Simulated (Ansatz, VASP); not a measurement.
## One calculation of Rb, two programs

```
CELL_PARAMETERS angstrom
4.62002 0.00000 0.00000
0.00000 4.62002 0.00000
0.00000 0.00000 4.62002
ATOMIC_POSITIONS crystal
Rb 0.00000 0.00000 0.00000
```

Alike in both runs: functional PBE; k mesh 12 × 12 × 12; occupations gaussian, width 0.1 eV; no spin polarisation.

Ansatz relaxed the structure, and its values are those at the end. VASP's run is a single point on that final structure, the one shown.

|  | VASP | Ansatz |
| --- | --- | --- |
| version | VASP 6.6.1 | Ansatz 0.2.0 |
| potentials or method | VASP PAW PBE potentials, release 64 (Rb_sv), cutoff 520 eV | scalar-relativistic, plane waves, PAW |
| valence electrons in the cell | 9 | 9 |

```tsv
	VASP	Ansatz	Ansatz less VASP
gap on the k mesh at the Fermi level (eV)	none	none	-
pressure (GPa)	0.0	0.0	0.00
```

A gap of «none» marks a metal or a gap that the smearing closes. With one functional, cell and mesh, what is left measures potentials, basis and numerics.
